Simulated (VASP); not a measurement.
Runs of VASP 6.6.1 on Li2Se. Symmetry: Fm-3m, No. 225, cubic system. Conventional cell: a = 5.987 Å, b = 5.987 Å, c = 5.987 Å, α = 90.00°, β = 90.00°, γ = 90.00°. Li (site symmetry -43m) has 4 Se at 2.59 Å and 6 Li at 2.99 Å within 3.4 Å. Se (site symmetry m-3m) has 8 Li at 2.59 Å within 3.4 Å. 

```tsv
level	k mesh	cutoff (eV)	smearing	grid for exact exchange (PRECFOCK)	share of exact exchange	screening parameter	gap on the mesh (eV)	pressure (GPa)
PBE-based screened hybrid with 35 % exact exchange	4 × 4 × 4	650	gaussian 0.01 eV	Normal	0.35	0.3 1/Å	3.92	-0.7
r2SCAN	4 × 4 × 4	830	gaussian 0.01 eV	-	-	-	3.45	-0.1
PBE-based screened hybrid with 5 % exact exchange	4 × 4 × 4	650	gaussian 0.01 eV	Normal	0.05	0.1 1/Å	3.19	(b)
PBE-based screened hybrid with 15 % exact exchange	4 × 4 × 4	650	gaussian 0.01 eV	Normal	0.15	0.1 1/Å	(a)	-0.2
r2SCAN	6 × 6 × 6	830	methfessel-paxton 0.2 eV	-	-	-	3.46	-0.2
HSE06	4 × 4 × 4	650	fermi-dirac 0.001 eV	Normal	0.25	0.2079 1/Å	3.83	-0.5
r2SCAN	6 × 6 × 6	830	gaussian 0.01 eV	-	-	-	3.46	-0.2
r2SCAN	5 × 5 × 5	830	gaussian 0.01 eV	-	-	-	3.73	-0.1
```

Alike in all rows: task single point; potentials or basis VASP PAW PBE potentials, release 64 (Li_sv, Se); no spin polarisation; cell as given.

Fill in the values left out.

(a) 3.67; (b) 0.1.

Caveats: some runs use coarse meshes; the PAW data sets were made with another functional, which shifts forces and pressure a little; an odd mesh through Γ misses points on the zone boundary, where band edges can lie (at least some runs).

A k mesh can miss the band edges, and the runs leave out spin-orbit coupling on Se.
